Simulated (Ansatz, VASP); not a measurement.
# Two plane-wave programs on C

INCAR

```
SYSTEM = C
ALGO = Normal
EDIFF = 1E-7
ENCUT = 520
GGA = PE
ISIF = 2
ISMEAR = 0
ISPIN = 2
LASPH = .True.
LCHARG = .True.
LELF = .True.
LORBIT = 11
LREAL = .False.
LVHAR = .True.
LWAVE = .False.
MAGMOM = 1 1 1 1
NBANDS = 20
NELM = 150
PREC = Accurate
SIGMA = 0.1
```

KPOINTS

```
k-points
0
Gamma
  8 8 8
  0 0 0
```

The input POSCAR:

```
C
1.0
   -1.7228210181      1.7228210181      3.8264359866
    1.7228210181     -1.7228210181      3.8264359866
    1.7228210181      1.7228210181     -3.8264359866
C
4
Direct
    0.5000000000      0.1998743114      0.6998743114
    0.8001256886      0.5000000000      0.3001256886
    0.1998743114      0.5000000000      0.6998743114
    0.5000000000      0.8001256886      0.3001256886
```

Input for Ansatz:

```yaml
crystal:
  lattice:
    - [-1.7228210181, 1.7228210181, 3.8264359866]
    - [1.7228210181, -1.7228210181, 3.8264359866]
    - [1.7228210181, 1.7228210181, -3.8264359866]
  atoms:
    - { symbol: C, position: [0.5, 0.1998743114, 0.6998743114], spin: 1.0 }
    - { symbol: C, position: [0.8001256886, 0.5, 0.3001256886], spin: 1.0 }
    - { symbol: C, position: [0.1998743114, 0.5, 0.6998743114], spin: 1.0 }
    - { symbol: C, position: [0.5, 0.8001256886, 0.3001256886], spin: 1.0 }
basis:
  ecutwfc: 420
kpoints:
  mp_grid: { grid: [8, 8, 8] }
hamiltonian:
  xc: pbe
scf:
  occupations: { method: gaussian, width: 0.1 }
  lower_state_search: "off"
output:
  forces: true
  stress: true
  eigenvalues: true
  populations: true
magnetization:
  spin_polarized: true
```

Alike in both runs: task single point; functional PBE; k mesh 8 × 8 × 8; occupations gaussian, width 0.1 eV; collinear spin.

|  | VASP | Ansatz |
| --- | --- | --- |
| version | VASP 6.6.1 | Ansatz 0.2.0 |
| potentials or method | VASP PAW PBE potentials, release 64 (C), cutoff 520 eV | scalar-relativistic, plane waves, PAW |
| valence electrons in the cell | 16 | 16 |

Ansatz gave:

```
gap on the k mesh at the Fermi level (eV)                     : none
pressure (GPa)                                                : -0.1
traceless stress, the component that is largest in VASP (GPa) : 0.91
rms of the force components (eV/Å)                            : 0.141
net moment per atom (μB)                                      : 0.00
```

Problem. Which values does VASP return?

Solution. gap on the k mesh at the Fermi level (eV): none; pressure (GPa): 0.2; traceless stress, the component that is largest in VASP (GPa): 0.58; rms of the force components (eV/Å): 0.164; net moment per atom (μB): 0.00.

Atom by atom the forces differ by 0.022 eV/Å (rms over components). A gap of «none» marks a metal or a gap that the smearing closes. Ansatz's warnings: filled band counts differ across k points, seeded moment not kept.
